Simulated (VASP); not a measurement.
The system is C.

```xyz
2
Lattice="0.0000 1.7863 1.7863 1.7863 0.0000 1.7863 1.7863 1.7863 0.0000" Properties=species:S:1:pos:R:3 pbc="T T T"
C    -0.4466   -0.4466   -0.4466
C     0.4466    0.4466    0.4466
```

- Program: VASP 6.6.1
- Task: relaxation of cell and atoms
- Functional: LDA
- Potentials or basis: VASP PAW LDA potentials, release 64 (C)
- Cutoff: 600 eV
- k mesh: 20 × 20 × 20
- Occupations: fermi-dirac, width 0.08 eV
- Spin: no spin polarisation

At the start: pressure -14.4 GPa; volume 5.70 Å³/atom.

Problem. Where does the relaxation end?

Solution. Over 6 steps the energy falls by 8.5 meV/atom and the volume is 5.52 Å³/atom (-3.2 %); space group Fd-3m (No. 227, to 0.05 Å).

Step by step:
```
step  energy change (eV)  largest force (eV/Å)  pressure (GPa)  volume (Å³)
   1              0.0000                0.0000          -14.44        11.40
   2              0.0123                0.0000           21.30        10.57
   3             -0.0171                0.0000           -0.15        11.03
   4             -0.0171                0.0000            0.15        11.03
   5             -0.0171                0.0000           -0.16        11.03
   6             -0.0171                0.0000           -0.03        11.03
```

Final structure:
```yaml
crystal:
  lattice:
    - [0.00000, 1.76681, 1.76681]
    - [1.76681, 0.00000, 1.76681]
    - [1.76681, 1.76681, 0.00000]
  atoms:
    - { symbol: C, position: [0.87500, 0.87500, 0.87500] }
    - { symbol: C, position: [0.12500, 0.12500, 0.12500] }
```
